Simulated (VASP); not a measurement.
Runs of VASP 6.6.1 on ZnS. The structure is that of space group F-43m (No. 216), or close to it. The cells are those of the table. 

```csv
level,cell,k mesh,cutoff (eV),gap on the mesh (eV),pressure (GPa)
r2SCAN,"a = 3.707 Å, angles 60.0°, 2 atoms",6 × 6 × 6,520,3.11,7.9
r2SCAN,"a = 3.759 Å, angles 60.0°, 2 atoms",6 × 6 × 6,520,2.91,3.5
r2SCAN,"a = 3.849 Å, angles 60.0°, 2 atoms",6 × 6 × 6,550,2.57,-2.2
PBE,"a = 3.849 Å, angles 60.0°, 2 atoms",6 × 6 × 6,500,2.02,0.1
r2SCAN,"a = 3.596 Å, angles 60.0°, 2 atoms",8 × 8 × 8,520,3.26,20.2
r2SCAN,"a = 3.811 Å, angles 60.0°, 2 atoms",6 × 6 × 6,520,2.71,0.0
PBE,"a = 3.835 Å, angles 60.0°, 2 atoms",6 × 6 × 6,500,(b),1.0
r2SCAN,"a = 3.652 Å, angles 60.0°, 2 atoms",8 × 8 × 8,520,3.33,13.4
r2SCAN,"a = 3.861 Å, angles 60.0°, 2 atoms",6 × 6 × 6,520,2.53,(a)
PBE,"a = 3.821 Å, angles 60.0°, 2 atoms",6 × 6 × 6,500,2.11,1.8
r2SCAN,"a = 3.830 Å, angles 60.0°, 2 atoms",6 × 6 × 6,550,2.64,(c)
r2SCAN,"a = 3.538 Å, angles 60.0°, 2 atoms",8 × 8 × 8,520,3.11,28.7
```

Alike in all rows: task single point; potentials or basis VASP PAW PBE potentials, release 64 (Zn, S); no spin polarisation; smearing gaussian 0.05 eV.

Task: Fill in the values left out.

Result: (a) -2.8; (b) 2.07; (c) -1.2.

Caveats: the PAW data sets were made with another functional, which shifts forces and pressure a little (at least some runs); the cell stands under pressure (at least some runs).

A k mesh can miss the band edges.
